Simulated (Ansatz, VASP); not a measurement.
Two plane-wave programs on P

```
P
1.0
     2.52113    0.00000    0.00000
    -1.26057    2.18336    0.00000
     0.00000    0.00000    9.41345
P
4
Direct
  0.00000 0.00000 0.00000
  0.00000 0.00000 0.50000
  0.33333 0.66667 0.25000
  0.66667 0.33333 0.75000
```

Alike in both runs: task single point; functional PBE; k mesh 15 × 15 × 4; occupations fermi-dirac, width 0.1 eV; no spin polarisation.

|  | VASP | Ansatz |
| --- | --- | --- |
| version | VASP 6.6.1 | Ansatz 0.2.0 |
| potentials or method | VASP PAW PBE potentials, release 64 (P), cutoff 520 eV | plane waves (420 eV) with PAW, scalar-relativistic |
| valence electrons in the cell | 20 | 20 |

Ansatz gave:

```
pressure (GPa)                                                : 14.5
traceless stress, the component that is largest in VASP (GPa) : -2.91
```

**Question.** What did VASP give for the same quantities?

**Answer.** Pressure (GPa): 14.2; traceless stress, the component that is largest in VASP (GPa): -2.82.

With one functional, cell and mesh, what is left measures potentials, basis and numerics.
